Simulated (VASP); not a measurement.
# Na (R-3m) in VASP: single point with PBEsol

Aim: the single point of Na with PBEsol.

Everything below comes from runs of VASP 6.6.1. Logs are shortened: lines on timing, memory, paths and dates and some standing lists are left out, and cuts for length are marked.

## Step 1: The cell of the first run

The structure is trigonal, space group R-3m (No. 166). The conventional cell has a = 6.136 Å, b = 6.136 Å, c = 3.494 Å, α = 90.00°, β = 90.00°, γ = 120.00°. Na (site symmetry -3m) has 14 Na at 3.49 to 4.24 Å within 4.6 Å.

## Step 2: Single point, PBEsol

INCAR reads:

```
ALGO     = Fast           # electronic algorithm
EDIFF    = 1E-6           # SCF threshold, eV
ENCUT    = 520            # plane-wave cutoff, eV
GGA      = PS             # functional
ISIF     = 2              # what is computed and relaxed
ISMEAR   = 0              # smearing method
LASPH    = T              # aspherical terms in the spheres
LCHARG   = F              # write CHGCAR
LREAL    = F              # projectors in reciprocal space
LWAVE    = F              # write WAVECAR
NBANDS   = 10             # bands
NELM     = 80             # most SCF steps
PREC     = Accurate       # precision mode
SIGMA    = 0.15           # smearing width, eV
```

KPOINTS reads:

```
k-points
0
Gamma
  18 18 18
```

POSCAR reads:

```
Na
1.0
   -2.2199654916      2.1187292802      2.1187292802
    2.1187292802     -2.2199654916      2.1187292802
    2.1187292802      2.1187292802     -2.2199654916
Na
1
Direct
    0.0000000000      0.0000000000      0.0000000000
```

Potentials or basis: VASP PAW PBE potentials, release 64 (Na_pv).

The run is started by

```bash
cat potpaw_PBE.64/Na_pv/POTCAR > POTCAR
mpirun -np 1 vasp_std > vasp.out
```

OUTCAR:

```text
EDIFF = 1E-6
   ENCUT = 520
   GGA = PS
   ISIF = 2
   ISMEAR = 0
   LASPH = T
   LREAL = F
   NELM = 80
   PREC = Accurate

 ion  position               nearest neighbor table
   1  0.000  0.000  0.000-

  LATTYP: Found a trigonal (rhomboedric) cell.
 ALAT       =     3.7291117320
 COS(alpha) =    -0.3536531715

  Lattice vectors:

 A1 = (  -2.2199654916,   2.1187292802,   2.1187292802)
 A2 = (   2.1187292802,  -2.2199654916,   2.1187292802)
 A3 = (   2.1187292802,   2.1187292802,  -2.2199654916)

Analysis of symmetry for initial positions (statically):
=====================================================================
 Subroutine PRICEL returns:
 Original cell was already a primitive cell.

 Routine SETGRP: Setting up the symmetry group for a
 trigonal (rhombohedral) supercell.

 Subroutine GETGRP returns: Found 12 space group operations
 (whereof 12 operations were pure point group operations)
 out of a pool of 12 trial point group operations.

The static configuration has the point symmetry D_3d.

Analysis of symmetry for dynamics (positions and initial velocities):
=====================================================================
 Subroutine PRICEL returns:
 Original cell was already a primitive cell.

 Routine SETGRP: Setting up the symmetry group for a
 trigonal (rhombohedral) supercell.

 Subroutine GETGRP returns: Found 12 space group operations
 (whereof 12 operations were pure point group operations)
 out of a pool of 12 trial point group operations.

The dynamic configuration has the point symmetry D_3d.

 Subroutine INISYM returns: Found 12 space group operations
 (whereof 12 operations are pure point group operations),
 and found     1 'primitive' translations

----------------------------------------------------------------------------------------

                                     Primitive cell

  volume of cell :      37.9778

  direct lattice vectors                    reciprocal lattice vectors
    -2.219965492  2.118729280  2.118729280     0.011565509  0.242049572  0.242049572
     2.118729280 -2.219965492  2.118729280     0.242049572  0.011565509  0.242049572
     2.118729280  2.118729280 -2.219965492     0.242049572  0.242049572  0.011565509

  length of vectors
     3.729111732  3.729111732  3.729111732     0.342505111  0.342505111  0.342505111

  position of ions in fractional coordinates (direct lattice)
     0.000000000  0.000000000  0.000000000

  ion indices of the primitive-cell ions
   primitive index   ion index
                 1           1

----------------------------------------------------------------------------------------

 KPOINTS: k-points

Automatic generation of k-mesh.
 Grid dimensions read from file:
 generate k-points for:   18   18   18

 Generating k-lattice:

  Cartesian coordinates                     Fractional coordinates (reciprocal lattice)
     0.000642528  0.013447198  0.013447198     0.055555556  0.000000000  0.000000000
     0.013447198  0.000642528  0.013447198     0.000000000  0.055555556  0.000000000
     0.013447198  0.013447198  0.000642528    -0.000000000 -0.000000000  0.055555556

  Length of vectors
     0.019028062  0.019028062  0.019028062

  Shift w.r.t. Gamma in fractional coordinates (k-lattice)
     0.000000000  0.000000000  0.000000000

 Subroutine IBZKPT returns following result:
 ===========================================

 Found    580 irreducible k-points:

 Following reciprocal coordinates:
            Coordinates               Weight
  0.000000  0.000000  0.000000      1.000000
  0.055556 -0.000000 -0.000000      6.000000
  0.111111 -0.000000 -0.000000      6.000000
  0.166667  0.000000  0.000000      6.000000
  0.222222  0.000000  0.000000      6.000000
  0.277778  0.000000  0.000000      6.000000
[... 16 lines left out ...]
 -0.277778  0.055556  0.000000     12.000000
 -0.222222  0.055556  0.000000     12.000000
 [... further k-points ...]
   k-points           NKPTS =    580   k-points in BZ     NKDIM =    580   number of bands    NBANDS=     10
   number of dos      NEDOS =    301   number of ions     NIONS =      1
   total plane-waves  NPLWV =  21952
   dimension x,y,z NGX =    28 NGY =   28 NGZ =   28
   dimension x,y,z NGXF=    56 NGYF=   56 NGZF=   56
   ions per type =               1
   NGX,Y,Z   is equivalent  to a cutoff of  12.48, 12.48, 12.48 a.u.
   NGXF,Y,Z  is equivalent  to a cutoff of  24.97, 24.97, 24.97 a.u.
 SYSTEM =  unknown system
   PREC   = accura    normal or accurate (medium, high low for compatibility)
   ISTART =      0    job   : 0-new  1-cont  2-samecut
   ICHARG =      2    charge: 1-file 2-atom 10-const
   ISPIN  =      1    spin polarized calculation?
   LNONCOLLINEAR =      F non collinear calculations
   LSORBIT =      F    spin-orbit coupling
   LASPH  =      T    aspherical Exc in radial PAW
   ENCUT  =  520.0 eV  38.22 Ry    6.18 a.u.   6.93  6.93  6.93*2*pi/ulx,y,z
   NELM   =     80;   NELMIN=  2; NELMDL= -5     # of ELM steps
   EDIFF  = 0.1E-05   stopping-criterion for ELM
   LREAL  =      F    real-space projection
   EDIFFG = 0.1E-04   stopping-criterion for IOM
   NSW    =      0    number of steps for IOM
   IBRION =     -1    ionic relax: 0-MD 1-quasi-New 2-CG
   NFREE  =      0    steps in history (QN), initial steepest desc. (CG)
   ISIF   =      2    stress and relaxation
   ISYM   =      2    0-nonsym 1-usesym 2-fastsym
   POTIM  = 0.5000    time-step for ionic-motion
   TEBEG  =    0.0;   TEEND  =   0.0 temperature during run
   PSTRESS=    0.0 pullay stress
   NELECT =       7.0000    total number of electrons
   NUPDOWN=      -1.0000    fix difference up-down
   EMIN   =  10.00;   EMAX   =-10.00  energy-range for DOS
   EFERMI =   0.00;   METHOD = LEGACY
   ISMEAR =     0;   SIGMA  =   0.15  broadening in eV -4-tet -1-fermi 0-gaus
   EFERMI_NEDOS =   21; number of points for ismear=-14 and -15
   IALGO  =     68    algorithm
   IMIX   =      4    mixing-type and parameters
     AMIX     =   0.40;   BMIX     =  1.00
     AMIX_MAG =   1.60;   BMIX_MAG =  1.00
  volume/ion in A,a.u.               =      37.98       256.29
  Fermi-wavevector in a.u.,A,eV,Ry     =   0.931674  1.760609 11.810087  0.868017
  Thomas-Fermi vector in A             =   2.058192
   LORBIT       =      0    0 simple, 1 ext, 2 COOP (PROOUT), +10 PAW based schemes
   GGA     = PS    functional components
   LHFCALC =     F    Hartree Fock is set to
   AEXX    =    0.0000 exact exchange contribution
   IVDW    =     0    specifies the selected vdW correction
   LEPSILON=     F    determine dielectric tensor
   LRPA    =     F    only Hartree local field effects (RPA)
 non-spin polarized calculation
 RMM-DIIS sequential band-by-band and
 Gauss-broadening in eV      SIGMA  =   0.15
  energy-cutoff  :      520.00
  volume of cell :       37.98
 maximum number of plane-waves:      1042
   NGX = 13   NGY = 13   NGZ = 13

 number of electron       6.9999989 magnetization

 Free energy of the ion-electron system (eV)
  ---------------------------------------------------
  ext. energy  EPLUGINS =         0.00000000
  ---------------------------------------------------
  free energy    TOTEN  =        -1.39488376 eV

  energy without entropy =       -1.38939330  energy(sigma->0) =       -1.39213853

 E-fermi :   0.2474     XC(G=0):  -6.4375

 val. band max:        0.2429429014   @ k =   0.2222   0.2222   0.0556
 cond. band min:       0.2537286522   @ k =  -0.1111  -0.3889   0.0556
 fundamental gap:      0.0107857508
 Fermi energy:         0.2473868296

 k-point     1 :       0.0000    0.0000    0.0000
  band No.  band energies     occupation
      1     -24.5756      2.00000
      2     -24.5741      2.00000
      3     -24.5741      2.00000
      4      -2.9881      2.00000
      5      11.5083      0.00000
      6      11.5083      0.00000
      7      11.5575      0.00000
      8      12.6473      0.00000
      9      12.7313      0.00000
     10      12.7318      0.00000

 k-point     2 :       0.0556   -0.0000   -0.0000
  band No.  band energies     occupation
      1     -24.5768      2.00000
      2     -24.5745      2.00000
      3     -24.5740      2.00000
      4      -2.9318      2.00000
      5      11.1000      0.00000
      6      11.1705      0.00000
      7      11.3925      0.00000
      8      12.2652      0.00000
      9      12.5895      0.00000
     10      12.9122      0.00000

 k-point     3 :       0.1111   -0.0000   -0.0000
  band No.  band energies     occupation
      1     -24.5805      2.00000
      2     -24.5755      2.00000
      3     -24.5739      2.00000
      4      -2.7633      2.00000
      5      10.0777      0.00000
      6      10.4679      0.00000
      7      10.9140      0.00000
      8      11.7882      0.00000
      9      11.9008      0.00000
     10      12.9380      0.00000

 k-point     4 :       0.1667    0.0000    0.0000
  band No.  band energies     occupation
      1     -24.5860      2.00000
      2     -24.5771      2.00000
      3     -24.5738      2.00000
      4      -2.4837      2.00000
      5       8.6731      0.00000
      6       9.8820      0.00000
      7      10.4093      0.00000
      8      11.2028      0.00000
      9      11.5826      0.00000
     10      13.1472      0.00000
[... 222 lines left out ...]
 k-point    22 :      -0.3333    0.0556    0.0000
  band No.  band energies     occupation
      1     -24.6013      2.00000
      2     -24.5831      2.00000
      3     -24.5738      2.00000
      4      -1.3019      2.00000
      5       5.3807      0.00000
      6       7.9600      0.00000
      7       9.1389      0.00000
      8      10.4811      0.00000
      9      11.5466      0.00000
     10      13.4994      0.00000

 k-point    23 :      -0.2778    0.0556    0.0000
  band No.  band energies     occupation
      1     -24.5942      2.00000
      2     -24.5812      2.00000
      3     -24.5740      2.00000
      4      -1.8448      2.00000
      5       6.6613      0.00000
      6       8.3013      0.00000
      7       9.4525      0.00000
      8      10.9270      0.00000
      9      11.8332      0.00000
     10      13.1722      0.00000

 k-point    24 :      -0.2222    0.0556    0.0000
  band No.  band energies     occupation
      1     -24.5873      2.00000
      2     -24.5791      2.00000
      3     -24.5742      2.00000
      4      -2.2821      2.00000
      5       7.9783      0.00000
      6       8.7634      0.00000
      7       9.8636      0.00000
      8      11.3764      0.00000
      9      12.0777      0.00000
     10      13.0874      0.00000

 [... further k-points ...]

------------------------ aborting loop because EDIFF is reached ----------------------------------------

  FORCE on cell =-STRESS in cart. coord.  units (eV):
  Direction    XX          YY          ZZ          XY          YZ          ZX
  --------------------------------------------------------------------------------------
  -------------------------------------------------------------------------------------
  Total       -0.0703923     -0.0703923     -0.0703923      0.0780867      0.0780867      0.0780867
  in kB       -2.9696534     -2.9696534     -2.9696534      3.2942553      3.2942553      3.2942553
  external PRESSURE =      -2.9696534 kB  Pullay stress =       0.0000000 kB

 VOLUME and BASIS-vectors are now :
 -----------------------------------------------------------------------------
  energy-cutoff  :      520.00
  volume of cell :       37.98
      direct lattice vectors                 reciprocal lattice vectors
    -2.219965492  2.118729280  2.118729280     0.011565509  0.242049572  0.242049572
     2.118729280 -2.219965492  2.118729280     0.242049572  0.011565509  0.242049572
     2.118729280  2.118729280 -2.219965492     0.242049572  0.242049572  0.011565509

 POSITION                                       TOTAL-FORCE (eV/Angst)
 -----------------------------------------------------------------------------------
      0.00000      0.00000      0.00000         0.000000      0.000000      0.000000
 -----------------------------------------------------------------------------------
    total drift:                               -0.000000     -0.000000     -0.000000

  FREE ENERGIE OF THE ION-ELECTRON SYSTEM (eV)
  ---------------------------------------------------
  free  energy   TOTEN  =        -1.3948837592 eV

  energy  without entropy=       -1.3893933033  energy(sigma->0) =       -1.39213853
```

Run time: 87 s. Hardware: 1 thread of Intel Xeon 6975P-C (Granite Rapids), shared host; peak memory 0.28 GiB.

Results:

* Free energy: -1.3949 eV
* Pressure: -0.3 GPa
* Band gap on the k mesh: zero (an odd number of electrons rules out a gap without spin polarisation)

Caveat: the PAW data sets were made with another functional, which shifts forces and pressure a little.
